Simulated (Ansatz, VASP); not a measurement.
## TePb: VASP beside Ansatz

INCAR

```
SYSTEM = TePb
PREC = Accurate
ENCUT = 520
EDIFF = 1E-6
ISMEAR = -1
SIGMA = 0.03
LREAL = .False.
LASPH = .True.
NELM = 150
ALGO = Normal
ISIF = 2
LWAVE = .False.
LCHARG = .False.
MAGMOM = 0 0 0 0 0 0
LORBIT = 11
LSORBIT = .True.
GGA_COMPAT = .False.
LORBMOM = .True.
GGA = PE
NBANDS = 32
```

File KPOINTS:

```
Automatic mesh
0
Gamma
  10 10 10
  0 0 0
```

Contents of POSCAR:

```
TePb
1.0
    0.0000000000      3.2270000000      3.2270000000
    3.2270000000      0.0000000000      3.2270000000
    3.2270000000      3.2270000000      0.0000000000
Te Pb
1 1
Direct
    0.5000000000      0.5000000000      0.5000000000
    0.0000000000      0.0000000000      0.0000000000
```

Input for Ansatz:

```yaml
crystal:
  lattice:
    - [0.0, 3.227, 3.227]
    - [3.227, 0.0, 3.227]
    - [3.227, 3.227, 0.0]
  atoms:
    - { symbol: Te, position: [0.5, 0.5, 0.5] }
    - { symbol: Pb, position: [0.0, 0.0, 0.0] }
kpoints:
  mp_grid: { grid: [10, 10, 10] }
  band_path:
    path:
      - [0.0, 0.0, 0.0]
      - [0.5, 0.0, 0.5]
      - [0.625, 0.25, 0.625]
      - [0.375, 0.375, 0.75]
      - [0.0, 0.0, 0.0]
      - [0.5, 0.5, 0.5]
      - [0.5, 0.25, 0.75]
      - [0.5, 0.0, 0.5]
    npoints: 5
scf:
  occupations: { method: fermi_dirac, width: 0.03 }
hamiltonian:
  xc: pbe
  pseudopotentials: { kind: all_electron, lapw: { basis_error: 0.0005 } }
output:
  forces: true
  stress: true
  eigenvalues: true
magnetization:
  noncollinear: true
  spin_orbit: true
```

Alike in both runs: task single point; functional PBE; k mesh 10 × 10 × 10; occupations fermi-dirac, width 0.03 eV; non-collinear spin, spin-orbit coupling.

```csv
,VASP,Ansatz
version,VASP 6.6.1,Ansatz 0.2.0
potentials or method,"VASP PAW PBE potentials, release 64 (Te, Pb_d), cutoff 520 eV",all-electron LAPW
```

|  | VASP | Ansatz | Ansatz less VASP |
| --- | --- | --- | --- |
| pressure (GPa) | 2.1 | 2.1 | -0.05 |
| net moment per atom (μB) | 0.00 | 0.00 | 0.000 |

Ansatz ran all-electron here, and VASP with PAW potentials.
